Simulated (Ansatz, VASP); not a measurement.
# PbS: VASP beside Ansatz

File INCAR:

```
  PREC = Accurate
  ENCUT = 520
  EDIFF = 1E-7
  ISMEAR = 0
  SIGMA = 0.01
  LREAL = F
  LASPH = T
  NELM = 60
  ALGO = Normal
  ISIF = 2
  LWAVE = F
  LCHARG = F
  GGA = PE
  NBANDS = 17
```

The input KPOINTS:

```
regular mesh
0
Gamma
  6 6 6
```

Contents of POSCAR:

```
PbS
1.0
    0.0000000000      2.9735028203      2.9735028203
    2.9735028203      0.0000000000      2.9735028203
    2.9735028203      2.9735028203      0.0000000000
Pb S
1 1
Direct
    0.0000000000      0.0000000000      0.0000000000
    0.5000000000      0.5000000000      0.5000000000
```

Input for Ansatz:

```yaml
crystal:
  lattice:
    - [0.0, 2.9735028203, 2.9735028203]
    - [2.9735028203, 0.0, 2.9735028203]
    - [2.9735028203, 2.9735028203, 0.0]
  atoms:
    - { symbol: Pb, position: [0.0, 0.0, 0.0] }
    - { symbol: S, position: [0.5, 0.5, 0.5] }
kpoints:
  mp_grid: { grid: [6, 6, 6] }
hamiltonian:
  xc: pbe
scf:
  occupations: { method: fixed }
  n_extra_bands: 4
output:
  forces: true
  stress: true
  eigenvalues: true
```

Alike in both runs: task single point; functional PBE; k mesh 6 × 6 × 6; no spin polarisation.

|  | VASP | Ansatz |
| --- | --- | --- |
| version | VASP 6.6.1 | Ansatz 0.2.0 |
| potentials or method | VASP PAW PBE potentials, release 64 (Pb_d, S) | plane waves, PAW |
| plane-wave cutoff (eV) | 520 | 420 |
| occupations | gaussian, width 0.01 eV | fixed |
| valence electrons in the cell | 20 | 20 |

```csv
,VASP,Ansatz,Ansatz less VASP
gap on the k mesh at the Fermi level (eV),0.39,0.39,-0.007
pressure (GPa),1.7,1.7,+0.07
```

Neither program's run includes spin-orbit coupling.
